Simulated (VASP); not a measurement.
# CdPb2 (P6/mmm) in VASP: a series of runs

CdPb2 is run at these levels: PBE; tasks: single point.

All numbers are computed with VASP 6.6.1; they aren't measurements. Logs are shortened: lines on timing, memory, paths and dates and some standing lists are left out, and cuts for length are marked.

## (1) The cell of the first run

The structure is hexagonal, space group P6/mmm (No. 191). Conventional cell: a = 4.410 Å, b = 4.410 Å, c = 4.762 Å, α = 90.00°, β = 90.00°, γ = 120.00°. Within 4.6 Å of Cd (site symmetry 6/mmm) lie 12 Pb at 3.49 Å and 6 Cd at 4.41 Å. Within 3.4 Å of Pb (site symmetry -6m2) lie 3 Pb at 2.55 Å.

## (2) Single point, PBE

INCAR reads:

```
ALGO = Fast
EDIFF = 1E-6
ENCUT = 520
GGA = PE
ISIF = 2
ISMEAR = 0
LASPH = T
LCHARG = T
LELF = T
LREAL = F
LVHAR = T
LWAVE = F
NBANDS = 27
NELM = 80
PREC = Accurate
SIGMA = 0.1
```

KPOINTS reads:

```
k-points
0
Gamma
  6 6 4
```

POSCAR reads:

```
CdPb2
1.0
    4.4104385561      0.0000000000      0.0000000000
   -2.2052192780      3.8195518314      0.0000000000
    0.0000000000      0.0000000000      4.7621014310
Cd Pb
1 2
Direct
    0.0000000000      0.0000000000      0.0000000000
    0.3333333333      0.6666666667      0.5000000000
    0.6666666667      0.3333333333      0.5000000000
```

Potentials or basis: VASP PAW PBE potentials, release 64 (Cd, Pb_d).

Started as:

```
$ cat potpaw_PBE.64/Cd/POTCAR potpaw_PBE.64/Pb_d/POTCAR > POTCAR
$ mpirun -np 1 vasp_std > vasp.out
```

OUTCAR:

```text
EDIFF = 1E-6
   ENCUT = 520
   GGA = PE
   ISIF = 2
   ISMEAR = 0
   LASPH = T
   LREAL = F
   NELM = 80
   PREC = Accurate

 ion  position               nearest neighbor table
   1  0.000  0.000  0.000-   2 3.49   3 3.49   2 3.49   3 3.49   2 3.49   2 3.49   3 3.49   3 3.49
                             3 3.49   3 3.49   2 3.49   2 3.49
   2  0.333  0.667  0.500-   3 2.55   3 2.55   3 2.55   1 3.49   1 3.49   1 3.49   1 3.49   1 3.49
                             1 3.49
   3  0.667  0.333  0.500-   2 2.55   2 2.55   2 2.55   1 3.49   1 3.49   1 3.49   1 3.49   1 3.49
                             1 3.49

  LATTYP: Found a hexagonal cell.
 ALAT       =     4.4104385561
 C/A-ratio  =     1.0797342193

  Lattice vectors:

 A1 = (   4.4104385561,   0.0000000000,   0.0000000000)
 A2 = (  -2.2052192780,   3.8195518314,   0.0000000000)
 A3 = (   0.0000000000,   0.0000000000,   4.7621014310)

Analysis of symmetry for initial positions (statically):
=====================================================================
 Subroutine PRICEL returns:
 Original cell was already a primitive cell.

 Routine SETGRP: Setting up the symmetry group for a
 hexagonal supercell.

 Subroutine GETGRP returns: Found 24 space group operations
 (whereof 24 operations were pure point group operations)
 out of a pool of 24 trial point group operations.

The static configuration has the point symmetry D_6h.

Analysis of symmetry for dynamics (positions and initial velocities):
=====================================================================
 Subroutine PRICEL returns:
 Original cell was already a primitive cell.

 Routine SETGRP: Setting up the symmetry group for a
 hexagonal supercell.

 Subroutine GETGRP returns: Found 24 space group operations
 (whereof 24 operations were pure point group operations)
 out of a pool of 24 trial point group operations.

The dynamic configuration has the point symmetry D_6h.

 Subroutine INISYM returns: Found 24 space group operations
 (whereof 24 operations are pure point group operations),
 and found     1 'primitive' translations

----------------------------------------------------------------------------------------

                                     Primitive cell

  volume of cell :      80.2219

  direct lattice vectors                    reciprocal lattice vectors
     4.410438556  0.000000000  0.000000000     0.226734822  0.130905410  0.000000000
    -2.205219278  3.819551831  0.000000000     0.000000000  0.261810821  0.000000000
     0.000000000  0.000000000  4.762101431     0.000000000  0.000000000  0.209991327

  length of vectors
     4.410438556  4.410438556  4.762101431     0.261810821  0.261810821  0.209991327

  position of ions in fractional coordinates (direct lattice)
     0.000000000  0.000000000  0.000000000
     0.333333333  0.666666667  0.500000000
     0.666666667  0.333333333  0.500000000

  ion indices of the primitive-cell ions
   primitive index   ion index
                 1           1
                 2           2
                 3           3

----------------------------------------------------------------------------------------

 KPOINTS: k-points

Automatic generation of k-mesh.
 Grid dimensions read from file:
 generate k-points for:    6    6    4

 Generating k-lattice:

  Cartesian coordinates                     Fractional coordinates (reciprocal lattice)
     0.037789137  0.021817568  0.000000000     0.166666667 -0.000000000  0.000000000
     0.000000000  0.043635137  0.000000000     0.000000000  0.166666667  0.000000000
     0.000000000  0.000000000  0.052497832     0.000000000  0.000000000  0.250000000

  Length of vectors
     0.043635137  0.043635137  0.052497832

  Shift w.r.t. Gamma in fractional coordinates (k-lattice)
     0.000000000  0.000000000  0.000000000

 Subroutine IBZKPT returns following result:
 ===========================================

 Found     21 irreducible k-points:

 Following reciprocal coordinates:
            Coordinates               Weight
  0.000000  0.000000  0.000000      1.000000
  0.166667 -0.000000  0.000000      6.000000
  0.333333 -0.000000  0.000000      6.000000
  0.500000 -0.000000  0.000000      3.000000
  0.166667  0.166667  0.000000      6.000000
  0.333333  0.166667  0.000000     12.000000
[... 13 lines left out ...]
  0.333333  0.166667  0.500000     12.000000
  0.333333  0.333333  0.500000      2.000000
   k-points           NKPTS =     21   k-points in BZ     NKDIM =     21   number of bands    NBANDS=     27
   number of dos      NEDOS =    301   number of ions     NIONS =      3
   total plane-waves  NPLWV =  46656
   dimension x,y,z NGX =    36 NGY =   36 NGZ =   36
   dimension x,y,z NGXF=    72 NGYF=   72 NGZF=   72
   ions per type =               1   2
   NGX,Y,Z   is equivalent  to a cutoff of  13.57, 13.57, 12.57 a.u.
   NGXF,Y,Z  is equivalent  to a cutoff of  27.14, 27.14, 25.14 a.u.
 SYSTEM =  unknown system
   PREC   = accura    normal or accurate (medium, high low for compatibility)
   ISTART =      0    job   : 0-new  1-cont  2-samecut
   ICHARG =      2    charge: 1-file 2-atom 10-const
   ISPIN  =      1    spin polarized calculation?
   LNONCOLLINEAR =      F non collinear calculations
   LSORBIT =      F    spin-orbit coupling
   LASPH  =      T    aspherical Exc in radial PAW
   ENCUT  =  520.0 eV  38.22 Ry    6.18 a.u.   8.20  8.20  8.85*2*pi/ulx,y,z
   NELM   =     80;   NELMIN=  2; NELMDL= -5     # of ELM steps
   EDIFF  = 0.1E-05   stopping-criterion for ELM
   LREAL  =      F    real-space projection
   EDIFFG = 0.1E-04   stopping-criterion for IOM
   NSW    =      0    number of steps for IOM
   IBRION =     -1    ionic relax: 0-MD 1-quasi-New 2-CG
   NFREE  =      0    steps in history (QN), initial steepest desc. (CG)
   ISIF   =      2    stress and relaxation
   ISYM   =      2    0-nonsym 1-usesym 2-fastsym
   POTIM  = 0.5000    time-step for ionic-motion
   TEBEG  =    0.0;   TEEND  =   0.0 temperature during run
   PSTRESS=    0.0 pullay stress
   NELECT =      40.0000    total number of electrons
   NUPDOWN=      -1.0000    fix difference up-down
   EMIN   =  10.00;   EMAX   =-10.00  energy-range for DOS
   EFERMI =   0.00;   METHOD = LEGACY
   ISMEAR =     0;   SIGMA  =   0.10  broadening in eV -4-tet -1-fermi 0-gaus
   EFERMI_NEDOS =   21; number of points for ismear=-14 and -15
   IALGO  =     68    algorithm
   IMIX   =      4    mixing-type and parameters
     AMIX     =   0.40;   BMIX     =  1.00
     AMIX_MAG =   1.60;   BMIX_MAG =  1.00
  volume/ion in A,a.u.               =      26.74       180.45
  Fermi-wavevector in a.u.,A,eV,Ry     =   1.298167  2.453180 22.929048  1.685237
  Thomas-Fermi vector in A             =   2.429513
   LORBIT       =      0    0 simple, 1 ext, 2 COOP (PROOUT), +10 PAW based schemes
   GGA     = PE    functional components
   LHFCALC =     F    Hartree Fock is set to
   AEXX    =    0.0000 exact exchange contribution
   IVDW    =     0    specifies the selected vdW correction
   LEPSILON=     F    determine dielectric tensor
   LRPA    =     F    only Hartree local field effects (RPA)
 non-spin polarized calculation
 RMM-DIIS sequential band-by-band and
 Gauss-broadening in eV      SIGMA  =   0.10
  energy-cutoff  :      520.00
  volume of cell :       80.22
 maximum number of plane-waves:      2178
 NGX is ok and might be reduce to    36
   NGX = 17   NGY = 17   NGZ = 17

 number of electron      40.0000001 magnetization

 Free energy of the ion-electron system (eV)
  ---------------------------------------------------
  ext. energy  EPLUGINS =         0.00000000
  ---------------------------------------------------
  free energy    TOTEN  =        -4.17365406 eV

  energy without entropy =       -4.16887675  energy(sigma->0) =       -4.17126541

 E-fermi :   6.5357     XC(G=0): -10.3410

 val. band max:        6.2536528104   @ k =   0.3333  -0.0000   0.5000
 cond. band min:       6.5360608131   @ k =   0.3333   0.1667   0.5000
 fundamental gap:      0.2824080027
 Fermi energy:         6.5356887956

 k-point     1 :       0.0000    0.0000    0.0000
  band No.  band energies     occupation
      1     -12.0944      2.00000
      2     -11.8893      2.00000
      3     -11.8893      2.00000
      4     -11.6138      2.00000
      5     -11.6138      2.00000
      6     -11.2046      2.00000
[... 19 lines left out ...]
     26      14.5787      0.00000
     27      15.2101      0.00000

 k-point     2 :       0.1667   -0.0000    0.0000
  band No.  band energies     occupation
      1     -12.1633      2.00000
      2     -12.0773      2.00000
      3     -11.9865      2.00000
      4     -11.6377      2.00000
      5     -11.5838      2.00000
      6     -11.0126      2.00000
[... 19 lines left out ...]
     26      13.0321      0.00000
     27      13.1716      0.00000

 k-point     3 :       0.3333   -0.0000    0.0000
  band No.  band energies     occupation
      1     -12.3844      2.00000
      2     -12.3094      2.00000
      3     -11.9631      2.00000
      4     -11.6816      2.00000
      5     -11.5102      2.00000
      6     -10.9527      2.00000
[... 19 lines left out ...]
     26      12.3160      0.00000
     27      13.7037      0.00000

 k-point     4 :       0.5000   -0.0000    0.0000
  band No.  band energies     occupation
      1     -12.4795      2.00000
      2     -12.3970      2.00000
      3     -11.9389      2.00000
      4     -11.7020      2.00000
      5     -11.4614      2.00000
      6     -11.0155      2.00000
[... 19 lines left out ...]
     26      14.4359      0.00000
     27      15.0986      0.00000
[... 426 lines left out ...]
      4     -11.6859      2.00000
      5     -11.5208      2.00000
      6     -10.9428      2.00000
[... 19 lines left out ...]
     26      14.0911      0.00000
     27      14.7904      0.00000

 k-point    20 :       0.3333    0.1667    0.5000
  band No.  band energies     occupation
      1     -12.5818      2.00000
      2     -12.2281      2.00000
      3     -11.9924      2.00000
      4     -11.7294      2.00000
      5     -11.4168      2.00000
      6     -11.0655      2.00000
[... 19 lines left out ...]
     26      14.6008      0.00000
     27      16.2586      0.00000

 k-point    21 :       0.3333    0.3333    0.5000
  band No.  band energies     occupation
      1     -12.6714      2.00000
      2     -12.0962      2.00000
      3     -12.0962      2.00000
      4     -11.7584      2.00000
      5     -11.2424      2.00000
      6     -11.2424      2.00000
[... 19 lines left out ...]
     26      13.7841      0.00000
     27      16.2469      0.00000

------------------------ aborting loop because EDIFF is reached ----------------------------------------

  FORCE on cell =-STRESS in cart. coord.  units (eV):
  Direction    XX          YY          ZZ          XY          YZ          ZX
  --------------------------------------------------------------------------------------
  -------------------------------------------------------------------------------------
  Total       18.4226916     18.4226916      1.5684863      0.0000000      0.0000000      0.0000000
  in kB      367.9347773    367.9347773     31.3255336      0.0000000      0.0000000      0.0000000
  external PRESSURE =     255.7316961 kB  Pullay stress =       0.0000000 kB

 VOLUME and BASIS-vectors are now :
 -----------------------------------------------------------------------------
  energy-cutoff  :      520.00
  volume of cell :       80.22
      direct lattice vectors                 reciprocal lattice vectors
     4.410438556  0.000000000  0.000000000     0.226734822  0.130905410  0.000000000
    -2.205219278  3.819551831  0.000000000     0.000000000  0.261810821  0.000000000
     0.000000000  0.000000000  4.762101431     0.000000000  0.000000000  0.209991327

 POSITION                                       TOTAL-FORCE (eV/Angst)
 -----------------------------------------------------------------------------------
      0.00000      0.00000      0.00000        -0.000000      0.000000     -0.000000
     -0.00000      2.54637      2.38105        -0.000000      0.000000      0.000000
      2.20522      1.27318      2.38105         0.000000      0.000000     -0.000000
 -----------------------------------------------------------------------------------
    total drift:                                0.000000     -0.000000     -0.000000

  FREE ENERGIE OF THE ION-ELECTRON SYSTEM (eV)
  ---------------------------------------------------
  free  energy   TOTEN  =        -4.1736540626 eV

  energy  without entropy=       -4.1688767500  energy(sigma->0) =       -4.17126541
```

It took 19 s on 1 thread of Intel Xeon 6975P-C (Granite Rapids), shared host; peak memory 0.21 GiB.

Results:

```
Free energy            : -4.1737 eV
Pressure               : 25.6 GPa
Band gap on the k mesh : zero (band 20 reaches 7.20 eV, above the bottom of band 21 at 4.42 eV)
```

Caveat: spin-orbit coupling is left out, which moves the levels of the heavy elements.

(Continued in part 2 of 2.)
